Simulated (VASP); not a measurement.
# CuO (CsCl type) (P4mm) in VASP: further runs

Runs on CuO (CsCl type). Level: PBE. Tasks: electric field gradients.

Program: VASP 6.6.1. These are calculated values, not measurements. Logs are shortened: lines on timing, memory, paths and dates and some standing lists are left out, and cuts for length are marked.

**1. The cell of the first run**

The structure is tetragonal, space group P4mm (No. 99). The conventional cell has a = 2.637 Å, b = 2.637 Å, c = 2.637 Å, α = 90.00°, β = 90.00°, γ = 90.00°. Within 2.9 Å of Cu (site symmetry 4mm) lie 8 O at 2.17 to 2.40 Å and 6 Cu at 2.64 Å. Within 2.9 Å of O (site symmetry 4mm) lie 8 Cu at 2.17 to 2.40 Å and 6 O at 2.64 Å.

**2. Electric field gradients, PBE (0.0, 0.0] A)**

INCAR

```
PREC     = Accurate       # precision mode
ENCUT    = 520            # plane-wave cutoff, eV
EDIFF    = 1E-8           # SCF threshold, eV
ISMEAR   = -1             # smearing method
SIGMA    = 0.08           # smearing width, eV
LREAL    = False          # projectors in reciprocal space
LASPH    = True           # aspherical terms in the spheres
NELM     = 100            # most SCF steps
ALGO     = Normal         # electronic algorithm
ISIF     = 2              # what is computed and relaxed
LWAVE    = False          # write WAVECAR
LCHARG   = False          # write CHGCAR
GGA      = PE             # functional
LEFG     = True         
NBANDS   = 16             # bands
```

KPOINTS

```
regular mesh
0
Gamma
  12 12 12
```

POSCAR

```
CuO
1.0
    2.6368332336      0.0000000000      0.0000000000
    0.0000000000      2.6368332336      0.0000000000
    0.0000000000      0.0000000000      2.6368332336
Cu O
1 1
Direct
    0.0758485586      0.0000000000      0.0000000000
    0.5000000000      0.5000000000      0.5000000000
```

Potentials or basis: VASP PAW PBE potentials, release 64 (Cu, O).

On the command line:

```sh
$ cat potpaw_PBE.64/Cu/POTCAR potpaw_PBE.64/O/POTCAR > POTCAR
$ mpirun -np 1 vasp_std > vasp.out
```

OUTCAR:

```text
PREC = Accurate
   ENCUT = 520
   EDIFF = 1E-8
   ISMEAR = -1
   LREAL = False
   LASPH = True
   NELM = 100
   ISIF = 2
   GGA = PE

 ion  position               nearest neighbor table
   1  0.076  0.000  0.000-   2 2.17   2 2.17   2 2.17   2 2.17
   2  0.500  0.500  0.500-   1 2.17   1 2.17   1 2.17   1 2.17

  LATTYP: Found a simple cubic cell.
 ALAT       =     2.6368332336

  Lattice vectors:

 A1 = (   2.6368332336,   0.0000000000,   0.0000000000)
 A2 = (   0.0000000000,   2.6368332336,   0.0000000000)
 A3 = (   0.0000000000,   0.0000000000,   2.6368332336)

Analysis of symmetry for initial positions (statically):
=====================================================================
 Subroutine PRICEL returns:
 Original cell was already a primitive cell.

 Routine SETGRP: Setting up the symmetry group for a
 simple cubic supercell.

 Subroutine GETGRP returns: Found  8 space group operations
 (whereof  8 operations were pure point group operations)
 out of a pool of 48 trial point group operations.

The static configuration has the point symmetry C_4v.

Analysis of symmetry for dynamics (positions and initial velocities):
=====================================================================
 Subroutine PRICEL returns:
 Original cell was already a primitive cell.

 Routine SETGRP: Setting up the symmetry group for a
 simple cubic supercell.

 Subroutine GETGRP returns: Found  8 space group operations
 (whereof  8 operations were pure point group operations)
 out of a pool of 48 trial point group operations.

The dynamic configuration has the point symmetry C_4v.

 Subroutine INISYM returns: Found  8 space group operations
 (whereof  8 operations are pure point group operations),
 and found     1 'primitive' translations

----------------------------------------------------------------------------------------

                                     Primitive cell

  volume of cell :      18.3336

  direct lattice vectors                    reciprocal lattice vectors
     2.636833234  0.000000000  0.000000000     0.379242793  0.000000000  0.000000000
     0.000000000  2.636833234  0.000000000     0.000000000  0.379242793  0.000000000
     0.000000000  0.000000000  2.636833234     0.000000000  0.000000000  0.379242793

  length of vectors
     2.636833234  2.636833234  2.636833234     0.379242793  0.379242793  0.379242793

  position of ions in fractional coordinates (direct lattice)
     0.075848559  0.000000000  0.000000000
     0.500000000  0.500000000  0.500000000

  ion indices of the primitive-cell ions
   primitive index   ion index
                 1           1
                 2           2

----------------------------------------------------------------------------------------

 KPOINTS: regular mesh

Automatic generation of k-mesh.
 Grid dimensions read from file:
 generate k-points for:   12   12   12

 Generating k-lattice:

  Cartesian coordinates                     Fractional coordinates (reciprocal lattice)
     0.031603566  0.000000000  0.000000000     0.083333333  0.000000000  0.000000000
     0.000000000  0.031603566  0.000000000     0.000000000  0.083333333  0.000000000
     0.000000000  0.000000000  0.031603566     0.000000000  0.000000000  0.083333333

  Length of vectors
     0.031603566  0.031603566  0.031603566

  Shift w.r.t. Gamma in fractional coordinates (k-lattice)
     0.000000000  0.000000000  0.000000000

 Subroutine IBZKPT returns following result:
 ===========================================

 Found    196 irreducible k-points:

 Following reciprocal coordinates:
            Coordinates               Weight
  0.000000  0.000000  0.000000      1.000000
  0.083333  0.000000  0.000000      2.000000
  0.000000  0.083333  0.000000      4.000000
  0.166667  0.000000  0.000000      2.000000
  0.000000  0.166667  0.000000      4.000000
  0.250000  0.000000  0.000000      2.000000
[... 16 lines left out ...]
  0.000000  0.333333  0.083333      8.000000
  0.083333  0.000000  0.333333      8.000000
 [... further k-points ...]
   k-points           NKPTS =    196   k-points in BZ     NKDIM =    196   number of bands    NBANDS=     16
   number of dos      NEDOS =    301   number of ions     NIONS =      2
   total plane-waves  NPLWV =   8000
   dimension x,y,z NGX =    20 NGY =   20 NGZ =   20
   dimension x,y,z NGXF=    40 NGYF=   40 NGZF=   40
   ions per type =               1   1
   NGX,Y,Z   is equivalent  to a cutoff of  12.61, 12.61, 12.61 a.u.
   NGXF,Y,Z  is equivalent  to a cutoff of  25.22, 25.22, 25.22 a.u.
 SYSTEM =  unknown system
   PREC   = accura    normal or accurate (medium, high low for compatibility)
   ISTART =      0    job   : 0-new  1-cont  2-samecut
   ICHARG =      2    charge: 1-file 2-atom 10-const
   ISPIN  =      1    spin polarized calculation?
   LNONCOLLINEAR =      F non collinear calculations
   LSORBIT =      F    spin-orbit coupling
   LASPH  =      T    aspherical Exc in radial PAW
   ENCUT  =  520.0 eV  38.22 Ry    6.18 a.u.   4.90  4.90  4.90*2*pi/ulx,y,z
   NELM   =    100;   NELMIN=  2; NELMDL= -5     # of ELM steps
   EDIFF  = 0.1E-07   stopping-criterion for ELM
   LREAL  =      F    real-space projection
   EDIFFG = 0.1E-06   stopping-criterion for IOM
   NSW    =      0    number of steps for IOM
   IBRION =     -1    ionic relax: 0-MD 1-quasi-New 2-CG
   NFREE  =      0    steps in history (QN), initial steepest desc. (CG)
   ISIF   =      2    stress and relaxation
   ISYM   =      2    0-nonsym 1-usesym 2-fastsym
   POTIM  = 0.5000    time-step for ionic-motion
   TEBEG  =    0.0;   TEEND  =   0.0 temperature during run
   PSTRESS=    0.0 pullay stress
   NELECT =      17.0000    total number of electrons
   NUPDOWN=      -1.0000    fix difference up-down
   EMIN   =  10.00;   EMAX   =-10.00  energy-range for DOS
   EFERMI =   0.00;   METHOD = LEGACY
   ISMEAR =    -1;   SIGMA  =   0.08  broadening in eV -4-tet -1-fermi 0-gaus
   EFERMI_NEDOS =   21; number of points for ismear=-14 and -15
   IALGO  =     38    algorithm
   IMIX   =      4    mixing-type and parameters
     AMIX     =   0.40;   BMIX     =  1.00
     AMIX_MAG =   1.60;   BMIX_MAG =  1.00
  volume/ion in A,a.u.               =       9.17        61.86
  Fermi-wavevector in a.u.,A,eV,Ry     =   1.596400  3.016759 34.674366  2.548494
  Thomas-Fermi vector in A             =   2.694169
   LORBIT       =      0    0 simple, 1 ext, 2 COOP (PROOUT), +10 PAW based schemes
   GGA     = PE    functional components
   LHFCALC =     F    Hartree Fock is set to
   AEXX    =    0.0000 exact exchange contribution
   IVDW    =     0    specifies the selected vdW correction
   LEPSILON=     F    determine dielectric tensor
   LRPA    =     F    only Hartree local field effects (RPA)
 non-spin polarized calculation
  energy-cutoff  :      520.00
  volume of cell :       18.33
 maximum number of plane-waves:       512
 NGX is ok and might be reduce to    20
   NGX =  9   NGY =  9   NGZ =  9

 number of electron      17.0000032 magnetization

 Free energy of the ion-electron system (eV)
  ---------------------------------------------------
  ext. energy  EPLUGINS =         0.00000000
  ---------------------------------------------------
  free energy    TOTEN  =        -8.63193668 eV

  energy without entropy =       -8.56416678  energy(sigma->0) =       -8.59805173

 E-fermi :   6.3352     XC(G=0): -12.7467

 val. band max:        6.3346438176   @ k =   0.0833   0.4167   0.2500
 cond. band min:       6.3394107897   @ k =   0.3333   0.1667   0.0000
 fundamental gap:      0.0047669721
 Fermi energy:         6.3351503935

 k-point     1 :       0.0000    0.0000    0.0000
  band No.  band energies     occupation
      1     -12.9727      2.00000
      2       2.7786      2.00000
      3       3.0489      2.00000
      4       4.1248      2.00000
      5       4.1248      2.00000
      6       4.6748      2.00000
[... 8 lines left out ...]
     15      26.7546      0.00000
     16      38.3866      0.00000
[... 419 lines left out ...]
 k-point    24 :       0.0833    0.0000    0.3333
  band No.  band energies     occupation
      1     -12.0678      2.00000
      2      -0.2713      2.00000
      3       2.9788      2.00000
      4       3.0758      2.00000
      5       3.5395      2.00000
      6       4.7097      2.00000
[... 8 lines left out ...]
     15      30.5827      0.00000
     16      32.6844      0.00000

 [... further k-points ...]

------------------------ aborting loop because EDIFF is reached ----------------------------------------

  FORCE on cell =-STRESS in cart. coord.  units (eV):
  Direction    XX          YY          ZZ          XY          YZ          ZX
  --------------------------------------------------------------------------------------
  -------------------------------------------------------------------------------------
  Total        0.3311897      0.3036479      0.3036479     -0.0000000      0.0000000      0.0000000
  in kB       28.9427274     26.5358409     26.5358409     -0.0000000      0.0000000      0.0000000
  external PRESSURE =      27.3381364 kB  Pullay stress =       0.0000000 kB

 VOLUME and BASIS-vectors are now :
 -----------------------------------------------------------------------------
  energy-cutoff  :      520.00
  volume of cell :       18.33
      direct lattice vectors                 reciprocal lattice vectors
     2.636833234  0.000000000  0.000000000     0.379242793  0.000000000  0.000000000
     0.000000000  2.636833234  0.000000000     0.000000000  0.379242793  0.000000000
     0.000000000  0.000000000  2.636833234     0.000000000  0.000000000  0.379242793

 POSITION                                       TOTAL-FORCE (eV/Angst)
 -----------------------------------------------------------------------------------
      0.20000      0.00000      0.00000        -0.015704      0.000000     -0.000000
      1.31842      1.31842      1.31842         0.015704     -0.000000      0.000000
 -----------------------------------------------------------------------------------
    total drift:                               -0.000310      0.000000      0.000005

  FREE ENERGIE OF THE ION-ELECTRON SYSTEM (eV)
  ---------------------------------------------------
  free  energy   TOTEN  =        -8.6319366846 eV

  energy  without entropy=       -8.5641667789  energy(sigma->0) =       -8.59805173

 Electric field gradients (V/A^2)
---------------------------------------------------------------------
 ion       V_xx      V_yy      V_zz      V_xy      V_xz      V_yz
---------------------------------------------------------------------
   1     -15.274     7.637     7.637    -0.000    -0.000    -0.000
   2     -13.531     6.766     6.766    -0.000    -0.000    -0.000
---------------------------------------------------------------------

 Electric field gradients after diagonalization (V/A^2)
 (convention: |V_zz| > |V_xx| > |V_yy|)
----------------------------------------------------------------------
 ion       V_xx      V_yy      V_zz     asymmetry (V_yy - V_xx)/ V_zz
----------------------------------------------------------------------
   1       7.637     7.637   -15.274       0.000
   2       6.766     6.766   -13.531       0.000
----------------------------------------------------------------------

           NMR quadrupolar parameters

 Cq : quadrupolar parameter    Cq=e*Q*V_zz/h
 eta: asymmetry parameters     (V_yy - V_xx)/ V_zz
 Q  : nuclear electric quadrupole moment in mb (millibarn)
----------------------------------------------------------------------
 ion       Cq(MHz)       eta       Q (mb)
----------------------------------------------------------------------
   1      -0.037       0.000       1.000
   2      -0.033       0.000       1.000
----------------------------------------------------------------------
```

Run time: 22 s. Hardware: 1 thread of Intel Xeon 6975P-C (Granite Rapids), shared host; peak memory 0.16 GiB.

Results:

| Quantity | Value |
| --- | --- |
| Free energy | -8.6319 eV |
| Pressure | 2.7 GPa |
| Largest force | 0.016 eV/Å |
| Band gap on the k mesh | zero (an odd number of electrons rules out a gap without spin polarisation) |
| Largest electric field gradient by atom | Cu -15.3; O -13.5 V/Å² |

Forces in eV/Å, atoms in the order of the input:
```
Cu  -0.016  0.000  0.000
O    0.016  0.000  0.000
```

Levels at points of the mesh, in eV from the Fermi level:
```tsv
k point	band 6	band 7	band 8	band 9	band 10	band 11	band 12	band 13
(0.00, 0.00, 0.00)	-1.66	-1.36	-1.27	-1.27	0.70	15.11	15.67	19.63
(0.50, 0.00, 0.00)	-1.60	-1.09	0.32	0.32	6.41	7.84	17.60	17.76
(0.00, 0.50, 0.00)	-1.54	-1.19	0.13	0.44	6.54	7.73	17.62	17.76
(0.50, 0.50, 0.00)	-2.07	-2.03	-1.17	-0.56	5.01	11.38	11.56	16.99
(0.00, 0.50, 0.50)	-1.94	-1.94	-1.22	-0.56	5.17	11.42	11.42	16.96
(0.50, 0.50, 0.50)	-1.13	0.12	0.12	0.27	7.05	7.27	7.27	12.85
```

Electric field gradients, principal values (V/Å²):
| atom | least | middle | greatest (by size) |
| --- | --- | --- | --- |
| 1 Cu | 7.637 | 7.637 | -15.274 |
| 2 O | 6.766 | 6.766 | -13.531 |

Caveat: the cell differs from its parent crystal (0.0, 0.0] A); without QUAD_EFG the Cq values of the log hold for a quadrupole moment of 1 mb, not for the nuclei; an odd number of electrons without spin polarisation forces a metal; a magnetic or distorted state may lie lower; semilocal functionals often make such compounds metallic where correlation or magnetic order opens a gap, which also shifts bond lengths.

**3. Electric field gradients, PBE, collinear spin, ferromagnetic start**

INCAR

```
SYSTEM = CuO
ALGO = Normal
EDIFF = 1E-8
ENCUT = 520
GGA = PE
ISIF = 2
ISMEAR = 1
ISPIN = 2
LASPH = .TRUE.
LCHARG = .FALSE.
LEFG = .TRUE.
LMAXMIX = 4
LORBIT = 11
LREAL = .FALSE.
LWAVE = .FALSE.
MAGMOM = 0.2 0.2
NBANDS = 20
NELM = 150
PREC = Accurate
SIGMA = 0.001
```

KPOINTS

```
k-points
0
G
  12 12 12
  0 0 0
```

POSCAR is that of step 2.

Potentials or basis: VASP PAW PBE potentials, release 64 (Cu, O).

On the command line:

```sh
$ cat potpaw_PBE.64/Cu/POTCAR potpaw_PBE.64/O/POTCAR > POTCAR
$ mpirun -np 1 vasp_std > vasp.out
```

OUTCAR:

```text
SYSTEM = CuO
   EDIFF = 1E-8
   ENCUT = 520
   GGA = PE
   ISIF = 2
   ISMEAR = 1
   ISPIN = 2
   LASPH = .TRUE.
   LORBIT = 11
   LREAL = .FALSE.
   NELM = 150
   PREC = Accurate

 ion  position               nearest neighbor table
   1  0.076  0.000  0.000-   2 2.17   2 2.17   2 2.17   2 2.17
   2  0.500  0.500  0.500-   1 2.17   1 2.17   1 2.17   1 2.17

  LATTYP: Found a simple cubic cell.
 ALAT       =     2.6368332336

  Lattice vectors:

 A1 = (   2.6368332336,   0.0000000000,   0.0000000000)
 A2 = (   0.0000000000,   2.6368332336,   0.0000000000)
 A3 = (   0.0000000000,   0.0000000000,   2.6368332336)

Analysis of symmetry for initial positions (statically):
[... 1348 lines left out ...]
 (convention: |V_zz| > |V_xx| > |V_yy|)
----------------------------------------------------------------------
 ion       V_xx      V_yy      V_zz     asymmetry (V_yy - V_xx)/ V_zz
----------------------------------------------------------------------
   1       5.974     5.974   -11.947       0.000
   2       2.171     2.171    -4.341       0.000
----------------------------------------------------------------------

           NMR quadrupolar parameters

 Cq : quadrupolar parameter    Cq=e*Q*V_zz/h
 eta: asymmetry parameters     (V_yy - V_xx)/ V_zz
 Q  : nuclear electric quadrupole moment in mb (millibarn)
----------------------------------------------------------------------
 ion       Cq(MHz)       eta       Q (mb)
----------------------------------------------------------------------
   1      -0.029       0.000       1.000
   2      -0.010       0.000       1.000
----------------------------------------------------------------------

 total charge

# of ion       s       p       d       tot
------------------------------------------
    1        0.293   0.300   9.177   9.770
    2        1.598   3.274   0.000   4.871
--------------------------------------------------
tot          1.891   3.574   9.177  14.641

 magnetization (x)

# of ion       s       p       d       tot
------------------------------------------
    1       -0.017  -0.012   0.488   0.459
    2        0.005   0.498   0.000   0.503
--------------------------------------------------
tot         -0.012   0.486   0.488   0.962
```

stdout:

```text
POSCAR found type information on POSCAR CuO
 POSCAR found :  2 types and       2 ions
 scaLAPACK will be used
 LDA part: xc-table for (Slater+PW92), standard interpolation
 POSCAR, INCAR and KPOINTS ok, starting setup
 FFT: planning ... GRIDC
 FFT: planning ... GRID_SOFT
 FFT: planning ... GRID
 WAVECAR not read
 entering main loop
ion   1

ion   2
```

Run time: 72 s. Hardware: 1 thread of Intel Xeon 6975P-C (Granite Rapids), shared host; peak memory 0.21 GiB.

Results:

- Free energy: -8.6668 eV
- Pressure: 4.3 GPa
- Largest force: 0.082 eV/Å
- Band gap on the k mesh: zero (filled and empty bands overlap)
- Net moment: 1.00 μB per cell
- Site moments: Cu +0.46; O +0.50 μB
- Largest electric field gradient by atom: Cu -11.9; O -4.3 V/Å²
- Valence electrons inside the program's atomic spheres: Cu 9.77; O 4.87

Forces on the atoms (eV/Å):
```
Cu   0.082  0.000  0.000
O   -0.082  0.000  0.000
```

Electric field gradients, principal values (V/Å²):
| atom | least | middle | greatest (by size) |
| --- | --- | --- | --- |
| 1 Cu | 5.974 | 5.974 | -11.947 |
| 2 O | 2.171 | 2.171 | -4.341 |

Caveat: the cell stands under pressure; without QUAD_EFG the Cq values of the log hold for a quadrupole moment of 1 mb, not for the nuclei; a cell with one magnetic atom can't hold antiferromagnetic order, which such compounds often take; semilocal functionals often make such compounds metallic where correlation or magnetic order opens a gap, which also shifts bond lengths.
